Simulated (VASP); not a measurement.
Write the native input for VASP 6.6.1 that does the following.

```yaml
Task: single point
Functional: PBE
Potentials_or_basis: VASP PAW PBE potentials, release 64 (B, As)
Cutoff: 520 eV
k_mesh: 10 × 10 × 10
Occupations: fermi-dirac, width 0.02 eV
Spin: no spin polarisation
Dipole_correction: no
Further_INCAR_settings: ALGO = Normal; EDIFF = 1e-06; NBANDS = 11
```

The structure of BAs lies in POSCAR:

```
BAs
1.0
    0.0000000000      2.3201115760      2.3201115760
    2.3201115760      0.0000000000      2.3201115760
    2.3201115760      2.3201115760      0.0000000000
B As
1 1
Direct
    0.0000000000      0.0000000000      0.0000000000
    0.2500000000      0.2500000000      0.2500000000
```

This cell differs from its parent crystal: strain -3.0%.

These files were run (other wordings do the same):

INCAR

```
SYSTEM = BAs
PREC = Accurate
ENCUT = 520
EDIFF = 1E-6
ISMEAR = -1
SIGMA = 0.02
LREAL = .False.
LASPH = .True.
NELM = 60
ALGO = Normal
ISIF = 2
LWAVE = .False.
LCHARG = .False.
GGA = PE
NBANDS = 11
```

KPOINTS

```
regular mesh
0
Gamma
  10 10 10
  0 0 0
```

Potentials or basis: VASP PAW PBE potentials, release 64 (B, As).

Command:

```sh
$ cat potpaw_PBE.64/B/POTCAR potpaw_PBE.64/As/POTCAR > POTCAR
$ mpirun -np 1 vasp_std > vasp.out
```

Results of the run:

```json
{
  "Pressure": "18.6 GPa",
  "Band gap on the k mesh": "1.08 eV, indirect (least direct gap 3.39 eV)"
}
```

Caveat: the cell differs from its parent crystal (strain -3.0%).

It took 7.5 s on 1 thread of Intel Xeon 6975P-C (shared host), peak memory 0.15 GiB.
